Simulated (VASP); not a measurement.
# Mn4W (Im-3m) in VASP: single point with PBE

Aim: the single point of Mn4W with PBE.

Everything below comes from runs of VASP 6.6.1. Logs are shortened: lines on timing, memory, paths and dates and some standing lists are left out, and cuts for length are marked.

## (1) The cell of the first run

It takes space group Im-3m (No. 229, cubic). Conventional cell: a = 5.654 Å, b = 5.654 Å, c = 5.654 Å, α = 90.00°, β = 90.00°, γ = 90.00°. Mn (site symmetry -3m) has 2 W at 2.45 Å and 6 Mn at 2.83 Å within 3.2 Å. W (site symmetry m-3m) has 8 Mn at 2.45 Å within 3.2 Å.

The cell was generated, and may not be a known phase.

## (2) Single point, PBE, collinear spin, ferrimagnetic start

File INCAR:

```
SYSTEM = Mn4W
ALGO = Normal
EDIFF = 1E-6
ENCUT = 500
GGA = PE
GGA_COMPAT = .False.
ISIF = 2
ISMEAR = 0
ISPIN = 2
LASPH = .True.
LCHARG = .False.
LMAXMIX = 4
LORBIT = 11
LREAL = .False.
LWAVE = .False.
MAGMOM = 3.19 3.19 3.19 3.19 -0.77
NBANDS = 45
NELM = 200
PREC = Accurate
SIGMA = 0.1
```

File KPOINTS:

```
k-points
0
Gamma
  10 10 10
  0 0 0
```

File POSCAR:

```
Mn4W
1.0
   -2.8270353158      2.8270353158      2.8270353158
    2.8270353158     -2.8270353158      2.8270353158
    2.8270353158      2.8270353158     -2.8270353158
Mn W
4 1
Direct
    0.0000000000      0.5000000000      0.0000000000
    0.5000000000      0.5000000000      0.5000000000
    0.0000000000      0.0000000000      0.5000000000
    0.5000000000      0.0000000000      0.0000000000
    0.0000000000      0.0000000000      0.0000000000
```

Potentials or basis: VASP PAW PBE potentials, release 64 (Mn_pv, W_sv).

Run with:

```
$ cat potpaw_PBE.64/Mn_pv/POTCAR potpaw_PBE.64/W_sv/POTCAR > POTCAR
$ mpirun -np 1 vasp_std > vasp.out
```

OUTCAR:

```text
SYSTEM = Mn4W
   EDIFF = 1E-6
   ENCUT = 500
   GGA = PE
   ISIF = 2
   ISMEAR = 0
   ISPIN = 2
   LASPH = .True.
   LORBIT = 11
   LREAL = .False.
   NELM = 200
   PREC = Accurate

 ion  position               nearest neighbor table
   1  0.000  0.500  0.000-   5 2.45   5 2.45   4 2.83   2 2.83   3 2.83   3 2.83   2 2.83   4 2.83

   2  0.500  0.500  0.500-   5 2.45   5 2.45   4 2.83   1 2.83   4 2.83   1 2.83   3 2.83   3 2.83

   3  0.000  0.000  0.500-   5 2.45   5 2.45   4 2.83   1 2.83   2 2.83   1 2.83   4 2.83   2 2.83

   4  0.500  0.000  0.000-   5 2.45   5 2.45   3 2.83   1 2.83   2 2.83   2 2.83   3 2.83   1 2.83

   5  0.000  0.000  0.000-   1 2.45   2 2.45   3 2.45   4 2.45   3 2.45   1 2.45   4 2.45   2 2.45

  LATTYP: Found a body centered cubic cell.
 ALAT       =     5.6540706316

  Lattice vectors:

 A1 = (  -2.8270353158,   2.8270353158,   2.8270353158)
 A2 = (   2.8270353158,  -2.8270353158,   2.8270353158)
 A3 = (   2.8270353158,   2.8270353158,  -2.8270353158)

Analysis of symmetry for initial positions (statically):
=====================================================================
 Subroutine PRICEL returns:
 Original cell was already a primitive cell.

 Routine SETGRP: Setting up the symmetry group for a
 body centered cubic supercell.

 Subroutine GETGRP returns: Found 48 space group operations
 (whereof 48 operations were pure point group operations)
 out of a pool of 48 trial point group operations.

The static configuration has the point symmetry O_h .

Analysis of symmetry for dynamics (positions and initial velocities):
=====================================================================
 Subroutine PRICEL returns:
 Original cell was already a primitive cell.

 Routine SETGRP: Setting up the symmetry group for a
 body centered cubic supercell.

 Subroutine GETGRP returns: Found 48 space group operations
 (whereof 48 operations were pure point group operations)
 out of a pool of 48 trial point group operations.

The dynamic configuration has the point symmetry O_h .

Analysis of structural, dynamic, and magnetic symmetry:
=====================================================================
 Subroutine PRICEL returns:
 Original cell was already a primitive cell.

 Routine SETGRP: Setting up the symmetry group for a
 body centered cubic supercell.

 Subroutine GETGRP returns: Found 48 space group operations
 (whereof 48 operations were pure point group operations)
 out of a pool of 48 trial point group operations.

The overall configuration has the point symmetry O_h .

 Subroutine INISYM returns: Found 48 space group operations
 (whereof 48 operations are pure point group operations),
 and found     1 'primitive' translations

----------------------------------------------------------------------------------------

                                     Primitive cell

  volume of cell :      90.3761

  direct lattice vectors                    reciprocal lattice vectors
    -2.827035316  2.827035316  2.827035316     0.000000000  0.176863726  0.176863726
     2.827035316 -2.827035316  2.827035316     0.176863726  0.000000000  0.176863726
     2.827035316  2.827035316 -2.827035316     0.176863726  0.176863726  0.000000000

  length of vectors
     4.896568802  4.896568802  4.896568802     0.250123080  0.250123080  0.250123080

  position of ions in fractional coordinates (direct lattice)
     0.000000000  0.500000000  0.000000000
     0.500000000  0.500000000  0.500000000
     0.000000000  0.000000000  0.500000000
     0.500000000  0.000000000  0.000000000
     0.000000000  0.000000000  0.000000000

  ion indices of the primitive-cell ions
   primitive index   ion index
                 1           1
                 2           2
                 3           3
                 4           4
                 5           5

----------------------------------------------------------------------------------------

 KPOINTS: k-points

Automatic generation of k-mesh.
 Grid dimensions read from file:
 generate k-points for:   10   10   10

 Generating k-lattice:

  Cartesian coordinates                     Fractional coordinates (reciprocal lattice)
     0.000000000  0.017686373  0.017686373     0.100000000  0.000000000  0.000000000
     0.017686373  0.000000000  0.017686373     0.000000000  0.100000000  0.000000000
     0.017686373  0.017686373  0.000000000     0.000000000  0.000000000  0.100000000

  Length of vectors
     0.025012308  0.025012308  0.025012308

  Shift w.r.t. Gamma in fractional coordinates (k-lattice)
     0.000000000  0.000000000  0.000000000

 Subroutine IBZKPT returns following result:
 ===========================================

 Found     47 irreducible k-points:

 Following reciprocal coordinates:
            Coordinates               Weight
  0.000000  0.000000  0.000000      1.000000
  0.100000  0.000000  0.000000     12.000000
  0.200000  0.000000  0.000000     12.000000
  0.300000  0.000000  0.000000     12.000000
  0.400000  0.000000  0.000000     12.000000
  0.500000  0.000000  0.000000      6.000000
[... 16 lines left out ...]
  0.300000  0.300000  0.100000      8.000000
 -0.300000  0.300000  0.100000     24.000000
 [... further k-points ...]
   k-points           NKPTS =     47   k-points in BZ     NKDIM =     47   number of bands    NBANDS=     45
   number of dos      NEDOS =    301   number of ions     NIONS =      5
   total plane-waves  NPLWV =  46656
   dimension x,y,z NGX =    36 NGY =   36 NGZ =   36
   dimension x,y,z NGXF=    72 NGYF=   72 NGZF=   72
   ions per type =               4   1
   NGX,Y,Z   is equivalent  to a cutoff of  12.22, 12.22, 12.22 a.u.
   NGXF,Y,Z  is equivalent  to a cutoff of  24.45, 24.45, 24.45 a.u.
 SYSTEM =  Mn4W
   PREC   = accura    normal or accurate (medium, high low for compatibility)
   ISTART =      0    job   : 0-new  1-cont  2-samecut
   ICHARG =      2    charge: 1-file 2-atom 10-const
   ISPIN  =      2    spin polarized calculation?
   LNONCOLLINEAR =      F non collinear calculations
   LSORBIT =      F    spin-orbit coupling
   LASPH  =      T    aspherical Exc in radial PAW
   ENCUT  =  500.0 eV  36.75 Ry    6.06 a.u.   8.93  8.93  8.93*2*pi/ulx,y,z
   NELM   =    200;   NELMIN=  2; NELMDL= -5     # of ELM steps
   EDIFF  = 0.1E-05   stopping-criterion for ELM
   LREAL  =      F    real-space projection
   EDIFFG = 0.1E-04   stopping-criterion for IOM
   NSW    =      0    number of steps for IOM
[... 5 lines left out ...]
   TEBEG  =    0.0;   TEEND  =   0.0 temperature during run
   PSTRESS=    0.0 pullay stress
   NELECT =      66.0000    total number of electrons
   NUPDOWN=      -1.0000    fix difference up-down
   EMIN   =  10.00;   EMAX   =-10.00  energy-range for DOS
   EFERMI =   0.00;   METHOD = LEGACY
   ISMEAR =     0;   SIGMA  =   0.10  broadening in eV -4-tet -1-fermi 0-gaus
   EFERMI_NEDOS =   21; number of points for ismear=-14 and -15
   IALGO  =     38    algorithm
   IMIX   =      4    mixing-type and parameters
     AMIX     =   0.40;   BMIX     =  1.00
     AMIX_MAG =   1.60;   BMIX_MAG =  1.00
  volume/ion in A,a.u.               =      18.08       121.98
  Fermi-wavevector in a.u.,A,eV,Ry     =   1.474252  2.785931 29.571140  2.173417
  Thomas-Fermi vector in A             =   2.589046
   LORBIT       =     11    0 simple, 1 ext, 2 COOP (PROOUT), +10 PAW based schemes
   GGA     = PE    functional components
   LHFCALC =     F    Hartree Fock is set to
   AEXX    =    0.0000 exact exchange contribution
   IVDW    =     0    specifies the selected vdW correction
   LEPSILON=     F    determine dielectric tensor
   LRPA    =     F    only Hartree local field effects (RPA)
 spin polarized calculation
 Gauss-broadening in eV      SIGMA  =   0.10
  energy-cutoff  :      500.00
  volume of cell :       90.38
 maximum number of plane-waves:      2320
   NGX = 17   NGY = 17   NGZ = 17

 number of electron      66.0000092 magnetization      11.6310886

 Free energy of the ion-electron system (eV)
  ---------------------------------------------------
  ext. energy  EPLUGINS =         0.00000000
  ---------------------------------------------------
  free energy    TOTEN  =       -42.89420089 eV

  energy without entropy =      -42.86106648  energy(sigma->0) =      -42.87763368

 E-fermi :   5.9394     XC(G=0): -11.1980

 val. band max:        5.9390752511   @ k =   0.5000   0.5000   0.4000
 cond. band min:       5.9422589415   @ k =   0.3000   0.3000   0.1000
 fundamental gap:      0.0031836904
 Fermi energy:         5.9393529765

 spin component 1

 k-point     1 :       0.0000    0.0000    0.0000
  band No.  band energies     occupation
      1     -67.3846      1.00000
      2     -43.4490      1.00000
      3     -43.4490      1.00000
      4     -43.4490      1.00000
      5     -43.4438      1.00000
      6     -43.4438      1.00000
[... 37 lines left out ...]
     44       8.5455      0.00000
     45       8.5455      0.00000

 k-point     2 :       0.1000    0.0000    0.0000
  band No.  band energies     occupation
      1     -67.3847      1.00000
      2     -43.4481      1.00000
      3     -43.4481      1.00000
      4     -43.4463      1.00000
      5     -43.4423      1.00000
      6     -43.4413      1.00000
[... 37 lines left out ...]
     44       8.4735      0.00000
     45       8.5805      0.00000

 k-point     3 :       0.2000    0.0000    0.0000
  band No.  band energies     occupation
      1     -67.3849      1.00000
      2     -43.4473      1.00000
      3     -43.4465      1.00000
      4     -43.4387      1.00000
      5     -43.4364      1.00000
      6     -43.4339      1.00000
[... 997 lines left out ...]
     44       7.8084      0.00000
     45       8.9571      0.00000

 k-point    24 :      -0.3000    0.3000    0.1000
  band No.  band energies     occupation
      1     -67.3854      1.00000
      2     -43.4492      1.00000
      3     -43.4430      1.00000
      4     -43.4354      1.00000
      5     -43.4324      1.00000
      6     -43.4099      1.00000
[... 37 lines left out ...]
     44       8.2052      0.00000
     45       8.7169      0.00000

 [... further k-points ...]

 spin component 2

 k-point     1 :       0.0000    0.0000    0.0000
  band No.  band energies     occupation
      1     -67.7775      1.00000
      2     -40.5641      1.00000
      3     -40.5641      1.00000
      4     -40.5641      1.00000
      5     -40.4312      1.00000
      6     -40.0922      1.00000
[... 37 lines left out ...]
     44       9.5031      0.00000
     45       9.5031      0.00000

 k-point     2 :       0.1000    0.0000    0.0000
  band No.  band energies     occupation
      1     -67.7776      1.00000
      2     -40.5637      1.00000
      3     -40.5606      1.00000
      4     -40.5601      1.00000
      5     -40.4337      1.00000
      6     -40.0910      1.00000
[... 37 lines left out ...]
     44       9.4927      0.00000
     45       9.9769      0.00000

 k-point     3 :       0.2000    0.0000    0.0000
  band No.  band energies     occupation
      1     -67.7778      1.00000
      2     -40.5626      1.00000
      3     -40.5517      1.00000
      4     -40.5488      1.00000
      5     -40.4412      1.00000
      6     -40.0878      1.00000
[... 997 lines left out ...]
     44       9.0127      0.00000
     45      10.1431      0.00000

 k-point    24 :      -0.3000    0.3000    0.1000
  band No.  band energies     occupation
      1     -67.7782      1.00000
      2     -40.5631      1.00000
      3     -40.5357      1.00000
      4     -40.5296      1.00000
      5     -40.4549      1.00000
      6     -40.0908      1.00000
[... 37 lines left out ...]
     44       9.5962      0.00000
     45       9.7791      0.00000

 [... further k-points ...]

------------------------ aborting loop because EDIFF is reached ----------------------------------------

  FORCE on cell =-STRESS in cart. coord.  units (eV):
  Direction    XX          YY          ZZ          XY          YZ          ZX
  --------------------------------------------------------------------------------------
  -------------------------------------------------------------------------------------
  Total        0.1854345      0.1854345      0.1854345      0.0000000      0.0000000      0.0000000
  in kB        3.2873606      3.2873606      3.2873606      0.0000000      0.0000000      0.0000000
  external PRESSURE =       3.2873606 kB  Pullay stress =       0.0000000 kB

 VOLUME and BASIS-vectors are now :
 -----------------------------------------------------------------------------
  energy-cutoff  :      500.00
  volume of cell :       90.38
      direct lattice vectors                 reciprocal lattice vectors
    -2.827035316  2.827035316  2.827035316     0.000000000  0.176863726  0.176863726
     2.827035316 -2.827035316  2.827035316     0.176863726  0.000000000  0.176863726
     2.827035316  2.827035316 -2.827035316     0.176863726  0.176863726  0.000000000

 POSITION                                       TOTAL-FORCE (eV/Angst)
 -----------------------------------------------------------------------------------
      1.41352     -1.41352      1.41352         0.000000     -0.000000      0.000000
      1.41352      1.41352      1.41352         0.000000     -0.000000      0.000000
      1.41352      1.41352     -1.41352        -0.000000      0.000000      0.000000
     -1.41352      1.41352      1.41352         0.000000     -0.000000     -0.000000
      0.00000      0.00000      0.00000        -0.000000     -0.000000     -0.000000
 -----------------------------------------------------------------------------------
    total drift:                               -0.000000     -0.000000      0.000000

  FREE ENERGIE OF THE ION-ELECTRON SYSTEM (eV)
  ---------------------------------------------------
  free  energy   TOTEN  =       -42.8942008865 eV

  energy  without entropy=      -42.8610664796  energy(sigma->0) =      -42.87763368

 total charge

# of ion       s       p       d       tot
------------------------------------------
    1        0.352   6.214   5.051  11.617
    2        0.352   6.214   5.051  11.617
    3        0.352   6.214   5.051  11.617
    4        0.352   6.214   5.051  11.617
    5        2.541   6.236   3.592  12.369
--------------------------------------------------
tot          3.948  31.093  23.796  58.837

 magnetization (x)

# of ion       s       p       d       tot
------------------------------------------
    1        0.014   0.012   2.993   3.018
    2        0.014   0.012   2.993   3.018
    3        0.014   0.012   2.993   3.018
    4        0.014   0.012   2.993   3.018
    5       -0.042  -0.007  -0.877  -0.926
--------------------------------------------------
tot          0.013   0.041  11.093  11.148
```

Wall time 9.9 min (1 thread of Intel Xeon 8259CL, shared host); peak memory 0.41 GiB.

What came out:

```yaml
Free_energy: -42.8942 eV
Pressure: 0.3 GPa
Net_moment: 11.63 μB per cell
Site_moments: Mn +3.02; W -0.93 μB
Valence_electrons_inside_the_program's_atomic_spheres: Mn 11.62; W 12.37
```

Caveat: spin-orbit coupling is left out, which moves the levels of the heavy elements.
